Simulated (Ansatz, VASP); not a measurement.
**CdS in VASP and in Ansatz**

```
Cd S
1.0
     4.16326    0.00000    0.00000
    -2.08163    3.60548    0.00000
     0.00000    0.00000    6.76539
Cd S
2 2
Cartesian
  2.0816 1.2018 3.3834
  0.0000 2.4037 0.0007
  2.0816 1.2018 5.9326
  0.0000 2.4037 2.5499
```

Alike in both runs: functional r2SCAN; k mesh 6 × 6 × 4; occupations gaussian, width 0.02 eV; no spin polarisation.

Ansatz relaxed the structure, and its values are those at the end. VASP's run is a single point on that final structure, the one shown.

|  | VASP | Ansatz |
| --- | --- | --- |
| version | VASP 6.6.1 | Ansatz 0.2.0 |
| potentials or method | VASP PAW PBE potentials, release 64 (Cd, S), cutoff 520 eV | scalar-relativistic, plane waves, PAW |
| valence electrons in the cell | 36 | 52 |

Ansatz gave:

- gap on the k mesh at the Fermi level (eV): 1.63
- least direct gap on the mesh (eV): 1.63
- pressure (GPa): 0.0

**Question.** Which values does VASP return?

**Answer.** gap on the k mesh at the Fermi level (eV): 1.63; least direct gap on the mesh (eV): 1.63; pressure (GPa): 0.3.

VASP's potentials were made for PBE, not for r2SCAN. VASP's potentials hold 36 valence electrons a cell and Ansatz's 52, so a difference there can come from the potentials and not from the codes.
